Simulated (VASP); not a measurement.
# GaN in VASP: notebook

GaN is run at these levels: PBEsol; tasks: single point.

All numbers are computed with VASP 6.6.1; they aren't measurements. Logs are shortened: lines on timing, memory, paths and dates and some standing lists are left out, and cuts for length are marked.

## 1. The cell of the first run

The cell holds a slab with vacuum, 12 atoms: a = 3.183 Å, b = 5.185 Å, c = 23.431 Å, α = 90.00°, β = 90.00°, γ = 90.00°.

## 2. Single point, PBEsol

The input, INCAR:

```
SYSTEM = GaN
ALGO = Normal
DIPOL = 0.5 0.5 0.499
EDIFF = 1E-7
ENCUT = 520
GGA = PS
IDIPOL = 3
ISIF = 2
ISMEAR = 0
LASPH = .True.
LCHARG = .False.
LDIPOL = .True.
LREAL = .False.
LWAVE = .False.
NBANDS = 66
NELM = 100
PREC = Accurate
SIGMA = 0.05
```

The input, KPOINTS:

```
k-points
0
Gamma
  8 5 1
  0 0 0
```

The input, POSCAR:

```
GaN
1.0
    3.1825784901      0.0000000000      0.0000000000
    0.0000000000      5.1854260745      0.0000000000
    0.0000000000      0.0000000000     23.4311189179
Ga N
6 6
Direct
    0.0000000000      0.0008058933      0.3627654330
    0.5000000000      0.5008058933      0.4019753093
    0.5000000000      0.0008058933      0.4803950619
    0.0000000000      0.4984750077      0.5171938231
    0.0000000000      0.0041526083      0.6011908872
    0.5000000000      0.4697273490      0.6246857232
    0.0000000000      0.6241941067      0.3627654330
    0.5000000000      0.1241941067      0.4019753093
    0.5000000000      0.6241941067      0.4803950619
    0.0000000000      0.1231761886      0.5182986889
    0.0000000000      0.6291486195      0.5985651566
    0.5000000000      0.1235442743      0.6352733778
```

Potentials or basis: VASP PAW PBE potentials, release 64 (Ga_d, N).

Launch:

```
$ cat potpaw_PBE.64/Ga_d/POTCAR potpaw_PBE.64/N/POTCAR > POTCAR
$ mpirun -np 1 vasp_std > vasp.out
```

OUTCAR:

```text
SYSTEM = GaN
   EDIFF = 1E-7
   ENCUT = 520
   GGA = PS
   ISIF = 2
   ISMEAR = 0
   LASPH = .True.
   LREAL = .False.
   NELM = 100
   PREC = Accurate

 ion  position               nearest neighbor table
   1  0.000  0.001  0.363-   8 1.95   8 1.95   7 1.95
   2  0.500  0.501  0.402-   7 1.95   7 1.95   9 1.95   8 1.95
   3  0.500  0.001  0.480-  10 1.93  10 1.93   8 1.95   9 1.95
   4  0.000  0.498  0.517-   9 1.92   9 1.92  10 1.95  11 2.02
   5  0.000  0.004  0.601-  12 1.89  12 1.89  11 1.95  10 2.04
   6  0.500  0.470  0.625-  12 1.81  11 1.89  11 1.89
   7  0.000  0.624  0.363-   2 1.95   2 1.95   1 1.95
   8  0.500  0.124  0.402-   1 1.95   1 1.95   3 1.95   2 1.95
   9  0.500  0.624  0.480-   4 1.92   4 1.92   2 1.95   3 1.95
  10  0.000  0.123  0.518-   3 1.93   3 1.93   4 1.95   5 2.04
  11  0.000  0.629  0.599-   6 1.89   6 1.89   5 1.95   4 2.02
  12  0.500  0.124  0.635-   6 1.81   5 1.89   5 1.89

  LATTYP: Found a simple orthorhombic cell.
 ALAT       =     3.1825784901
 B/A-ratio  =     1.6293160061
 C/A-ratio  =     7.3623066928

  Lattice vectors:

 A1 = (   3.1825784901,   0.0000000000,   0.0000000000)
 A2 = (   0.0000000000,   5.1854260745,   0.0000000000)
 A3 = (   0.0000000000,   0.0000000000,  23.4311189179)

Analysis of symmetry for initial positions (statically):
=====================================================================
 Subroutine PRICEL returns:
 Original cell was already a primitive cell.

 Routine SETGRP: Setting up the symmetry group for a
 simple orthorhombic supercell.

 Subroutine GETGRP returns: Found  2 space group operations
 (whereof  2 operations were pure point group operations)
 out of a pool of  8 trial point group operations.

The static configuration has the point symmetry C_1h.

Analysis of symmetry for dynamics (positions and initial velocities):
=====================================================================
 Subroutine PRICEL returns:
 Original cell was already a primitive cell.

 Routine SETGRP: Setting up the symmetry group for a
 simple orthorhombic supercell.

 Subroutine GETGRP returns: Found  2 space group operations
 (whereof  2 operations were pure point group operations)
 out of a pool of  8 trial point group operations.

The dynamic configuration has the point symmetry C_1h.

 Subroutine INISYM returns: Found  2 space group operations
 (whereof  2 operations are pure point group operations),
 and found     1 'primitive' translations

----------------------------------------------------------------------------------------

                                     Primitive cell

  volume of cell :     386.6844

  direct lattice vectors                    reciprocal lattice vectors
     3.182578490  0.000000000  0.000000000     0.314210632  0.000000000  0.000000000
     0.000000000  5.185426074  0.000000000     0.000000000  0.192848184  0.000000000
     0.000000000  0.000000000 23.431118918     0.000000000  0.000000000  0.042678286

  length of vectors
     3.182578490  5.185426074 23.431118918     0.314210632  0.192848184  0.042678286

  position of ions in fractional coordinates (direct lattice)
     0.000000000  0.000805893  0.362765433
     0.500000000  0.500805893  0.401975309
     0.500000000  0.000805893  0.480395062
     0.000000000  0.498475008  0.517193823
     0.000000000  0.004152608  0.601190887
     0.500000000  0.469727349  0.624685723
     0.000000000  0.624194107  0.362765433
     0.500000000  0.124194107  0.401975309
     0.500000000  0.624194107  0.480395062
     0.000000000  0.123176189  0.518298689
     0.000000000  0.629148620  0.598565157
     0.500000000  0.123544274  0.635273378

  ion indices of the primitive-cell ions
   primitive index   ion index
                 1           1
                 2           2
                 3           3
                 4           4
                 5           5
                 6           6
                 7           7
                 8           8
                 9           9
                10          10
                11          11
                12          12

----------------------------------------------------------------------------------------

 KPOINTS: k-points

Automatic generation of k-mesh.
 Grid dimensions read from file:
 generate k-points for:    8    5    1

 Generating k-lattice:

  Cartesian coordinates                     Fractional coordinates (reciprocal lattice)
     0.039276329  0.000000000  0.000000000     0.125000000  0.000000000  0.000000000
     0.000000000  0.038569637  0.000000000     0.000000000  0.200000000  0.000000000
     0.000000000  0.000000000  0.042678286     0.000000000  0.000000000  1.000000000

  Length of vectors
     0.039276329  0.038569637  0.042678286

  Shift w.r.t. Gamma in fractional coordinates (k-lattice)
     0.000000000  0.000000000  0.000000000

 Subroutine IBZKPT returns following result:
 ===========================================

 Found     15 irreducible k-points:

 Following reciprocal coordinates:
            Coordinates               Weight
  0.000000  0.000000  0.000000      1.000000
  0.125000  0.000000  0.000000      2.000000
  0.250000  0.000000  0.000000      2.000000
  0.375000  0.000000  0.000000      2.000000
  0.500000  0.000000  0.000000      1.000000
  0.000000  0.200000  0.000000      2.000000
  0.125000  0.200000  0.000000      4.000000
  0.250000  0.200000  0.000000      4.000000
  0.375000  0.200000  0.000000      4.000000
  0.500000  0.200000  0.000000      2.000000
  0.000000  0.400000  0.000000      2.000000
  0.125000  0.400000  0.000000      4.000000
  0.250000  0.400000  0.000000      4.000000
  0.375000  0.400000  0.000000      4.000000
  0.500000  0.400000  0.000000      2.000000
   k-points           NKPTS =     15   k-points in BZ     NKDIM =     15   number of bands    NBANDS=     66
   number of dos      NEDOS =    301   number of ions     NIONS =     12
   total plane-waves  NPLWV = 172800
   dimension x,y,z NGX =    24 NGY =   40 NGZ =  180
   dimension x,y,z NGXF=    48 NGYF=   80 NGZF=  360
   ions per type =               6   6
   NGX,Y,Z   is equivalent  to a cutoff of  12.54, 12.82, 12.77 a.u.
   NGXF,Y,Z  is equivalent  to a cutoff of  25.07, 25.65, 25.54 a.u.
 SYSTEM =  GaN
   PREC   = accura    normal or accurate (medium, high low for compatibility)
   ISTART =      0    job   : 0-new  1-cont  2-samecut
   ICHARG =      2    charge: 1-file 2-atom 10-const
   ISPIN  =      1    spin polarized calculation?
   LNONCOLLINEAR =      F non collinear calculations
   LSORBIT =      F    spin-orbit coupling
   LASPH  =      T    aspherical Exc in radial PAW
   ENCUT  =  520.0 eV  38.22 Ry    6.18 a.u.   5.92  9.64 43.57*2*pi/ulx,y,z
   NELM   =    100;   NELMIN=  2; NELMDL= -5     # of ELM steps
   EDIFF  = 0.1E-06   stopping-criterion for ELM
   LREAL  =      F    real-space projection
   EDIFFG = 0.1E-05   stopping-criterion for IOM
   NSW    =      0    number of steps for IOM
   IBRION =     -1    ionic relax: 0-MD 1-quasi-New 2-CG
   NFREE  =      0    steps in history (QN), initial steepest desc. (CG)
   ISIF   =      2    stress and relaxation
   ISYM   =      2    0-nonsym 1-usesym 2-fastsym
   POTIM  = 0.5000    time-step for ionic-motion
   TEBEG  =    0.0;   TEEND  =   0.0 temperature during run
   PSTRESS=    0.0 pullay stress
   NELECT =     108.0000    total number of electrons
   NUPDOWN=      -1.0000    fix difference up-down
   EMIN   =  10.00;   EMAX   =-10.00  energy-range for DOS
   EFERMI =   0.00;   METHOD = LEGACY
   ISMEAR =     0;   SIGMA  =   0.05  broadening in eV -4-tet -1-fermi 0-gaus
   EFERMI_NEDOS =   21; number of points for ismear=-14 and -15
   IALGO  =     38    algorithm
   IMIX   =      4    mixing-type and parameters
     AMIX     =   0.40;   BMIX     =  1.00
     AMIX_MAG =   1.60;   BMIX_MAG =  1.00
  volume/ion in A,a.u.               =      32.22       217.46
  Fermi-wavevector in a.u.,A,eV,Ry     =   1.070115  2.022225 15.580666  1.145147
  Thomas-Fermi vector in A             =   2.205815
   LORBIT       =      0    0 simple, 1 ext, 2 COOP (PROOUT), +10 PAW based schemes
   GGA     = PS    functional components
   LHFCALC =     F    Hartree Fock is set to
   AEXX    =    0.0000 exact exchange contribution
   IVDW    =     0    specifies the selected vdW correction
   LEPSILON=     F    determine dielectric tensor
   LRPA    =     F    only Hartree local field effects (RPA)
 non-spin polarized calculation
 Gauss-broadening in eV      SIGMA  =   0.05
  energy-cutoff  :      520.00
  volume of cell :      386.68
 maximum number of plane-waves:     10480
 NGX is ok and might be reduce to    24
   NGX = 11   NGY = 19   NGZ = 87

 dipolmoment           0.000000      0.000000     -0.000000 electrons x Angstroem

 number of electron     107.9999980 magnetization

 dipolmoment           0.000000      0.000000      0.012318 electrons x Angstroem

 Free energy of the ion-electron system (eV)
  ---------------------------------------------------
  ext. energy  EPLUGINS =         0.00000000
  ---------------------------------------------------
  free energy    TOTEN  =       -74.63931894 eV

  energy without entropy =      -74.63931894  energy(sigma->0) =      -74.63931894

 E-fermi :  -1.1879     XC(G=0):  -4.8257

 val. band max:       -1.3974671644   @ k =   0.0000   0.0000   0.0000
 cond. band min:      -0.6622087362   @ k =   0.0000   0.0000   0.0000
 fundamental gap:      0.7352584283
 Fermi energy:        -1.1878612385

 k-point     1 :       0.0000    0.0000    0.0000
  band No.  band energies     occupation
      1     -17.8609      2.00000
      2     -17.4882      2.00000
      3     -17.1135      2.00000
      4     -16.8527      2.00000
      5     -16.7028      2.00000
      6     -16.1079      2.00000
[... 58 lines left out ...]
     65       4.4869      0.00000
     66       5.0338      0.00000

 k-point     2 :       0.1250    0.0000    0.0000
  band No.  band energies     occupation
      1     -17.7636      2.00000
      2     -17.4257      2.00000
      3     -17.0739      2.00000
      4     -16.8288      2.00000
      5     -16.6883      2.00000
      6     -16.0885      2.00000
[... 58 lines left out ...]
     65       4.7550      0.00000
     66       5.4231      0.00000

 k-point     3 :       0.2500    0.0000    0.0000
  band No.  band energies     occupation
      1     -17.5353      2.00000
      2     -17.2905      2.00000
      3     -16.9858      2.00000
      4     -16.7780      2.00000
      5     -16.6554      2.00000
      6     -16.0496      2.00000
[... 817 lines left out ...]
     65       5.9852      0.00000
     66       6.2469      0.00000

 k-point    15 :       0.5000    0.4000    0.0000
  band No.  band energies     occupation
      1     -17.2243      2.00000
      2     -17.0798      2.00000
      3     -16.8697      2.00000
      4     -16.6811      2.00000
      5     -16.5847      2.00000
      6     -15.9625      2.00000
[... 58 lines left out ...]
     65       6.1236      0.00000
     66       6.2719      0.00000

------------------------ aborting loop because EDIFF is reached ----------------------------------------

 vacuum level on the upper side and lower side of the slab       (xc-potential included)        -0.009        -0.136

  FORCE on cell =-STRESS in cart. coord.  units (eV):
  Direction    XX          YY          ZZ          XY          YZ          ZX
  --------------------------------------------------------------------------------------
  -------------------------------------------------------------------------------------
  Total        1.3856285     -2.8011852     -0.4852400      0.0000000      0.7130422      0.0000000
  in kB        5.7411752    -11.6063540     -2.0105303      0.0000000      2.9543995      0.0000000
  external PRESSURE =      -2.6252364 kB  Pullay stress =       0.0000000 kB

 VOLUME and BASIS-vectors are now :
 -----------------------------------------------------------------------------
  energy-cutoff  :      520.00
  volume of cell :      386.68
      direct lattice vectors                 reciprocal lattice vectors
     3.182578490  0.000000000  0.000000000     0.314210632  0.000000000  0.000000000
     0.000000000  5.185426074  0.000000000     0.000000000  0.192848184  0.000000000
     0.000000000  0.000000000 23.431118918     0.000000000  0.000000000  0.042678286

 POSITION                                       TOTAL-FORCE (eV/Angst)
 -----------------------------------------------------------------------------------
      0.00000      0.00418      8.50000         0.000000     -2.041252      1.611067
      1.59129      2.59689      9.41873         0.000000      1.092309     -1.694607
      1.59129      0.00418     11.25619         0.000000     -0.351798      0.328218
      0.00000      2.58481     12.11843         0.000000     -0.005148     -0.020569
      0.00000      0.02153     14.08658         0.000000      0.003482      0.028700
      1.59129      2.43574     14.63709         0.000000     -0.026476     -0.002674
      0.00000      3.23671      8.50000         0.000000      0.719608      0.477075
      1.59129      0.64400      9.41873         0.000000      0.508012     -1.247699
      1.59129      3.23671     11.25619         0.000000      0.070313      0.548486
      0.00000      0.63872     12.14432         0.000000      0.004205     -0.004505
      0.00000      3.26240     14.02505         0.000000      0.005899      0.013423
      1.59129      0.64063     14.88517         0.000000      0.020847     -0.036914
 -----------------------------------------------------------------------------------
    total drift:                                0.000000      0.001439     -0.000928

  FREE ENERGIE OF THE ION-ELECTRON SYSTEM (eV)
  ---------------------------------------------------
  free  energy   TOTEN  =       -74.6393189430 eV

  energy  without entropy=      -74.6393189430  energy(sigma->0) =      -74.63931894

 vacuum level on the upper side and lower side of the slab         3.825         3.696
```

Run time: 8.7 min. Hardware: 1 thread of Intel Xeon 6975P-C (Granite Rapids), shared host; peak memory 0.55 GiB.

What came out:

```
Free energy            : -74.6393 eV
Largest force          : 2.600 eV/Å
Band gap on the k mesh : 0.74 eV
```

Forces on the atoms (eV/Å):
```
Ga   0.000 -2.041  1.611
Ga   0.000  1.092 -1.695
Ga   0.000 -0.352  0.328
Ga   0.000 -0.005 -0.021
Ga   0.000  0.003  0.029
Ga   0.000 -0.026 -0.003
N    0.000  0.720  0.477
N    0.000  0.508 -1.248
N    0.000  0.070  0.548
N    0.000  0.004 -0.005
N    0.000  0.006  0.013
N    0.000  0.021 -0.037
```

Caveat: the PAW data sets were made with another functional, which shifts forces and pressure a little.

## 3. Single point, PBEsol

INCAR is that of step 2.

KPOINTS is that of step 2.

The input, POSCAR:

```
GaN
1.0
    3.1825784922      0.0000000000      0.0000000000
    0.0000000000      5.1854260796      0.0000000000
    0.0000000000      0.0000000000     23.4311189222
Ga N
6 6
Direct
    0.0000000000      0.0008058929      0.3627654329
    0.5000000000      0.5008058929      0.4019753092
    0.5000000000      0.0008058929      0.4803950618
    0.0000000000      0.4984750065      0.5171938225
    0.0000000000      0.0041526098      0.6011908862
    0.5000000000      0.4697273515      0.6246857220
    0.0000000000      0.6241941071      0.3627654329
    0.5000000000      0.1241941071      0.4019753092
    0.5000000000      0.6241941071      0.4803950618
    0.0000000000      0.1231761892      0.5182986882
    0.0000000000      0.6291486226      0.5985651555
    0.5000000000      0.1235442765      0.6352733763
```

Potentials or basis: VASP PAW PBE potentials, release 64 (Ga_d, N).

Launch:

```
$ cat potpaw_PBE.64/Ga_d/POTCAR potpaw_PBE.64/N/POTCAR > POTCAR
$ mpirun -np 1 vasp_std > vasp.out
```

Run time: 5.9 min. Hardware: 1 thread of Intel Xeon 6975P-C (Granite Rapids), shared host; peak memory 0.57 GiB.

Results (log left out):

* Free energy: -74.6393 eV
* Largest force: 2.600 eV/Å
* Band gap on the k mesh: 0.74 eV

Forces in eV/Å, atoms in the order of the input:
```
Ga   0.000 -2.041  1.611
Ga   0.000  1.092 -1.695
Ga   0.000 -0.352  0.328
Ga   0.000 -0.005 -0.021
Ga   0.000  0.003  0.029
Ga   0.000 -0.026 -0.003
N    0.000  0.720  0.477
N    0.000  0.508 -1.248
N    0.000  0.070  0.548
N    0.000  0.004 -0.005
N    0.000  0.006  0.013
N    0.000  0.021 -0.037
```

Levels at points of the mesh, in eV from the valence-band top:
```tsv
k point	band 51	band 52	band 53	band 54	band 55	band 56	band 57	band 58
(0.00, 0.00, 0.00)	-0.72	-0.56	-0.26	0.00	0.74	1.95	3.71	4.39
(0.50, 0.00, 0.00)	-1.89	-1.81	-0.92	-0.49	1.96	3.03	5.04	5.22
```

Caveat: the PAW data sets were made with another functional, which shifts forces and pressure a little.
